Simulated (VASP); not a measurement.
# TaC15 (F-43m) in VASP: single point with PBEsol+U

Aim: the single point of TaC15 with PBEsol+U.

All numbers are computed with VASP 6.6.1; they aren't measurements. Logs are shortened: lines on timing, memory, paths and dates and some standing lists are left out, and cuts for length are marked.

**1. The cell of the first run**

Symmetry: F-43m, No. 216, cubic system. The conventional cell has a = 7.134 Å, b = 7.134 Å, c = 7.134 Å, α = 90.00°, β = 90.00°, γ = 90.00°. Within 2.4 Å of Ta (site symmetry -43m) lie 4 C at 1.80 Å. Within 2.0 Å of C (site symmetry 2mm) lie 4 C at 1.47 to 1.55 Å. Within 2.0 Å of C (site symmetry -43m) lie 4 C at 1.53 Å. Within 2.0 Å of C (site symmetry 3m) lie 3 C at 1.47 Å and 1 Ta at 1.80 Å. C (site symmetry 3m) has 4 C at 1.53 to 1.55 Å within 2.0 Å.

**2. Single point, PBEsol+U, collinear spin**

Input file INCAR:

```
  PREC = Accurate
  ENCUT = 700
  EDIFF = 1E-6
  ISMEAR = 0
  SIGMA = 0.05
  LREAL = Auto
  LASPH = T
  NELM = 200
  ALGO = Normal
  ISIF = 2
  LWAVE = F
  LCHARG = F
  ISPIN = 2
  MAGMOM = 1 0 0 0 0 0 0 0 0 0 0 0 0 0 0 0
  LORBIT = 11
  LMAXMIX = 4
  LDAU = T
  LDAUTYPE = 2
  LDAUL = 2 -1
  LDAUU = 2 0
  LDAUJ = 0 0
  LDAUPRINT = 1
  GGA = PS
  NBANDS = 54
  GGA_COMPAT = F
```

Input file KPOINTS:

```
regular mesh
0
Gamma
  4 4 4
```

Input file POSCAR:

```
TaC15
1.0
    0.0000000000      3.5668800000      3.5668800000
    3.5668800000      0.0000000000      3.5668800000
    3.5668800000      3.5668800000      0.0000000000
Ta C
1 15
Direct
    0.0000000000      0.0000000000      0.0000000000
    0.0011439093      0.0011439093      0.4988560907
    0.0011439093      0.4988560907      0.0011439093
    0.0011439093      0.4988560907      0.4988560907
    0.4988560907      0.0011439093      0.0011439093
    0.4988560907      0.0011439093      0.4988560907
    0.4988560907      0.4988560907      0.0011439093
    0.5000000000      0.5000000000      0.5000000000
    0.1453157598      0.1453157598      0.1453157598
    0.1453157598      0.1453157598      0.5640527205
    0.1453157598      0.5640527205      0.1453157598
    0.1276941620      0.6241019460      0.6241019460
    0.5640527205      0.1453157598      0.1453157598
    0.6241019460      0.1276941620      0.6241019460
    0.6241019460      0.6241019460      0.1276941620
    0.6241019460      0.6241019460      0.6241019460
```

Potentials or basis: VASP PAW PBE potentials, release 64 (Ta_sv_GW, C).

The run is started by

```console
> cat potpaw_PBE.64/Ta_sv_GW/POTCAR potpaw_PBE.64/C/POTCAR > POTCAR
> mpirun -np 1 vasp_std > vasp.out
```

OUTCAR:

```text
PREC = Accurate
   ENCUT = 700
   EDIFF = 1E-6
   ISMEAR = 0
   LREAL = Auto
   LASPH = T
   NELM = 200
   ISIF = 2
   ISPIN = 2
   LORBIT = 11
   GGA = PS

 ion  position               nearest neighbor table
   1  0.000  0.000  0.000-   9 1.80  10 1.80  11 1.80  13 1.80   3 2.52   5 2.52   2 2.52   2 2.52
                             4 2.52   6 2.52   3 2.52   4 2.52   7 2.52   5 2.52   6 2.52   7 2.52
   2  0.001  0.001  0.499-  10 1.47   9 1.47  12 1.55  14 1.55   1 2.52   1 2.52
   3  0.001  0.499  0.001-  11 1.47   9 1.47  12 1.55  15 1.55   1 2.52   1 2.52
   4  0.001  0.499  0.499-  10 1.47  11 1.47  16 1.55  12 1.55   1 2.52   1 2.52
   5  0.499  0.001  0.001-  13 1.47   9 1.47  14 1.55  15 1.55   1 2.52   1 2.52
   6  0.499  0.001  0.499-  10 1.47  13 1.47  16 1.55  14 1.55   1 2.52   1 2.52
   7  0.499  0.499  0.001-  11 1.47  13 1.47  16 1.55  15 1.55   1 2.52   1 2.52
   8  0.500  0.500  0.500-  12 1.53  14 1.53  15 1.53  16 1.53
   9  0.145  0.145  0.145-   2 1.47   3 1.47   5 1.47   1 1.80
  10  0.145  0.145  0.564-   2 1.47   4 1.47   6 1.47   1 1.80
  11  0.145  0.564  0.145-   3 1.47   4 1.47   7 1.47   1 1.80
  12  0.128  0.624  0.624-   8 1.53   3 1.55   2 1.55   4 1.55
  13  0.564  0.145  0.145-   5 1.47   6 1.47   7 1.47   1 1.80
  14  0.624  0.128  0.624-   8 1.53   5 1.55   2 1.55   6 1.55
  15  0.624  0.624  0.128-   8 1.53   5 1.55   3 1.55   7 1.55
  16  0.624  0.624  0.624-   8 1.53   6 1.55   7 1.55   4 1.55

  LATTYP: Found a face centered cubic cell.
 ALAT       =     7.1337600000

  Lattice vectors:

 A1 = (   0.0000000000,   3.5668800000,   3.5668800000)
 A2 = (   3.5668800000,   0.0000000000,   3.5668800000)
 A3 = (   3.5668800000,   3.5668800000,   0.0000000000)

Analysis of symmetry for initial positions (statically):
=====================================================================
 Subroutine PRICEL returns:
 Original cell was already a primitive cell.

 Routine SETGRP: Setting up the symmetry group for a
 face centered cubic supercell.

 Subroutine GETGRP returns: Found 24 space group operations
 (whereof 24 operations were pure point group operations)
 out of a pool of 48 trial point group operations.

The static configuration has the point symmetry T_d .

Analysis of symmetry for dynamics (positions and initial velocities):
=====================================================================
 Subroutine PRICEL returns:
 Original cell was already a primitive cell.

 Routine SETGRP: Setting up the symmetry group for a
 face centered cubic supercell.

 Subroutine GETGRP returns: Found 24 space group operations
 (whereof 24 operations were pure point group operations)
 out of a pool of 48 trial point group operations.

The dynamic configuration has the point symmetry T_d .

[... 214 lines left out ...]
 cond. band min:      15.0861525392   @ k =  -0.2500   0.2500   0.0000
 fundamental gap:      0.1652268296
 Fermi energy:        14.9435235147

 spin component 1

 k-point     1 :       0.0000    0.0000    0.0000
  band No.  band energies     occupation
      1     -53.1170      1.00000
      2     -20.6540      1.00000
      3     -20.6540      1.00000
      4     -20.6540      1.00000
      5     -10.5191      1.00000
      6      -5.1659      1.00000
[... 397 lines left out ...]
     47      20.1511      0.00000
     48      20.1677      0.00000
 Fermi energy:        14.9435235147

 spin component 2

 k-point     1 :       0.0000    0.0000    0.0000
  band No.  band energies     occupation
      1     -53.0499      1.00000
      2     -20.5615      1.00000
      3     -20.5615      1.00000
      4     -20.5615      1.00000
      5     -10.5084      1.00000
      6      -5.1533      1.00000
[... 397 lines left out ...]
     47      20.1614      0.00000
     48      20.2192      0.00000
 [bands above 48 left out]

------------------------ aborting loop because EDIFF is reached ----------------------------------------

  FORCE on cell =-STRESS in cart. coord.  units (eV):
  Direction    XX          YY          ZZ          XY          YZ          ZX
  --------------------------------------------------------------------------------------
  -------------------------------------------------------------------------------------
  Total       46.6457639     46.6457639     46.6457639      0.0000000      0.0000000      0.0000000
  in kB      823.4311665    823.4311665    823.4311665      0.0000000      0.0000000      0.0000000
  external PRESSURE =     823.4311665 kB  Pullay stress =       0.0000000 kB

 VOLUME and BASIS-vectors are now :
 -----------------------------------------------------------------------------
  energy-cutoff  :      700.00
  volume of cell :       90.76
      direct lattice vectors                 reciprocal lattice vectors
     0.000000000  3.566880000  3.566880000    -0.140178531  0.140178531  0.140178531
     3.566880000  0.000000000  3.566880000     0.140178531 -0.140178531  0.140178531
     3.566880000  3.566880000  0.000000000     0.140178531  0.140178531 -0.140178531

 POSITION                                       TOTAL-FORCE (eV/Angst)
 -----------------------------------------------------------------------------------
      0.00000      0.00000      0.00000         0.000000      0.000000      0.000000
      1.78344      1.78344      0.00816         0.000000      0.000000     -0.048740
      1.78344      0.00816      1.78344         0.000000     -0.048740      0.000000
      3.55872      1.78344      1.78344         0.048740      0.000000      0.000000
      0.00816      1.78344      1.78344        -0.048740      0.000000      0.000000
      1.78344      3.55872      1.78344         0.000000      0.048740      0.000000
[... 8 lines left out ...]
      2.68157      2.68157      4.45219        -0.002951     -0.002951      0.002951
      4.45219      4.45219      4.45219         0.002951      0.002951      0.002951
 -----------------------------------------------------------------------------------
    total drift:                                0.000001      0.000001      0.000001

  FREE ENERGIE OF THE ION-ELECTRON SYSTEM (eV)
  ---------------------------------------------------
  free  energy   TOTEN  =      -140.1912094550 eV

  energy  without entropy=     -140.1896062868  energy(sigma->0) =     -140.19040787

 total charge

# of ion       s       p       d       f       tot
--------------------------------------------------
    1        4.361   6.023   3.679   0.246  14.310
    2        0.836   1.783   0.000   0.000   2.619
    3        0.836   1.783   0.000   0.000   2.619
    4        0.836   1.783   0.000   0.000   2.619
    5        0.836   1.783   0.000   0.000   2.619
    6        0.836   1.783   0.000   0.000   2.619
[... 8 lines left out ...]
   15        0.828   1.724   0.000   0.000   2.552
   16        0.828   1.724   0.000   0.000   2.552
--------------------------------------------------
tot         16.956  33.181   3.679   0.246  54.061

 magnetization (x)

# of ion       s       p       d       f       tot
--------------------------------------------------
    1        0.012   0.000   0.155   0.001   0.168
    2        0.003   0.004   0.000   0.000   0.007
    3        0.003   0.004   0.000   0.000   0.007
    4        0.003   0.004   0.000   0.000   0.007
    5        0.003   0.004   0.000   0.000   0.007
    6        0.003   0.004   0.000   0.000   0.007
[... 8 lines left out ...]
   15        0.000  -0.000   0.000   0.000  -0.000
   16        0.000  -0.000   0.000   0.000  -0.000
--------------------------------------------------
tot          0.025   0.009   0.155   0.001   0.190
```

OSZICAR:

```text
N       E                     dE             d eps       ncg     rms          rms(c)
DAV:   1     0.358217721880E+03    0.35822E+03   -0.48686E+04  1728   0.173E+03
DAV:   2    -0.122866515722E+03   -0.48108E+03   -0.45829E+03  2114   0.325E+02
DAV:   3    -0.149269582559E+03   -0.26403E+02   -0.25965E+02  2170   0.695E+01
DAV:   4    -0.149720249445E+03   -0.45067E+00   -0.44914E+00  2194   0.907E+00
DAV:   5    -0.149729692964E+03   -0.94435E-02   -0.94407E-02  2220   0.117E+00    0.124E+02
DAV:   6    -0.141512636713E+03    0.82171E+01   -0.20337E+01  1988   0.175E+01    0.119E+02
DAV:   7    -0.140271929250E+03    0.12407E+01   -0.44091E+00  1990   0.895E+00    0.206E+01
DAV:   8    -0.140199565669E+03    0.72364E-01   -0.52276E-01  2122   0.292E+00    0.134E+01
DAV:   9    -0.140193246396E+03    0.63193E-02   -0.30483E-02  2000   0.748E-01    0.541E+00
DAV:  10    -0.140190827138E+03    0.24193E-02   -0.19926E-02  2160   0.676E-01    0.617E-01
DAV:  11    -0.140191153823E+03   -0.32668E-03   -0.36730E-03  2014   0.292E-01    0.991E-01
DAV:  12    -0.140191204725E+03   -0.50903E-04   -0.58890E-04  2176   0.112E-01    0.581E-01
DAV:  13    -0.140191213850E+03   -0.91253E-05   -0.58061E-05  2002   0.341E-02    0.135E-01
DAV:  14    -0.140191209382E+03    0.44682E-05   -0.15341E-05  2178   0.204E-02    0.708E-02
DAV:  15    -0.140191209455E+03   -0.72834E-07   -0.42336E-06  1806   0.890E-03
   1 F= -.14019121E+03 E0= -.14019041E+03  d E =-.160317E-02  mag=     0.2500
```

stdout:

```text
POSCAR found type information on POSCAR TaC
 POSCAR found :  2 types and      16 ions
 scaLAPACK will be used
 -----------------------------------------------------------------------------
|                                                                             |
|                                                                             |
|     You enforced a specific xc type in the INCAR file but a different       |
|     I HOPE YOU KNOW WHAT YOU ARE DOING!                                     |
|                                                                             |
 -----------------------------------------------------------------------------

 LDA part: xc-table for (Slater+PW92), standard interpolation
 POSCAR, INCAR and KPOINTS ok, starting setup
 FFT: planning ... GRIDC
 FFT: planning ... GRID_SOFT
 FFT: planning ... GRID
 WAVECAR not read
 entering main loop
```

It took 7.5 min on 1 thread of Intel Xeon Platinum 8375C at 2.90GHz (Ice Lake), shared host; peak memory 0.44 GiB.

What came out:

| Quantity | Value |
| --- | --- |
| Free energy | -140.1912 eV |
| Pressure | 82.3 GPa |
| Largest force | 0.208 eV/Å |
| Net moment | 0.25 μB per cell |
| Site moments | Ta +0.17; C +0.01, -0.00, -0.01 (each value once) μB |
| Valence electrons inside the program's atomic spheres | Ta 14.31; C 2.62, 2.58, 2.81, 2.55 (each value once) |

Forces on the atoms (eV/Å):
```
Ta   0.000  0.000  0.000
C    0.000  0.000 -0.049
C    0.000 -0.049  0.000
C    0.049  0.000  0.000
C   -0.049  0.000  0.000
C    0.000  0.049  0.000
C    0.000  0.000  0.049
C    0.000  0.000  0.000
C    0.120  0.120  0.120
C   -0.120 -0.120  0.120
C   -0.120  0.120 -0.120
C    0.003 -0.003 -0.003
C    0.120 -0.120 -0.120
C   -0.003  0.003 -0.003
C   -0.003 -0.003  0.003
C    0.003  0.003  0.003
```

Eigenvalues of the final occupation matrices:
```csv
site,spin,trace,eigenvalues
site 1 d,1,1.96,0.28 0.28 0.47 0.47 0.47
site 1 d,2,1.80,0.21 0.21 0.46 0.46 0.46
```

Caveat: the k points lie up to 0.38 Å⁻¹ apart; the PAW data sets were made with another functional, which shifts forces and pressure a little; spin-orbit coupling is left out, which moves the levels of the heavy elements; the U is typed as a test and isn't derived for this compound.
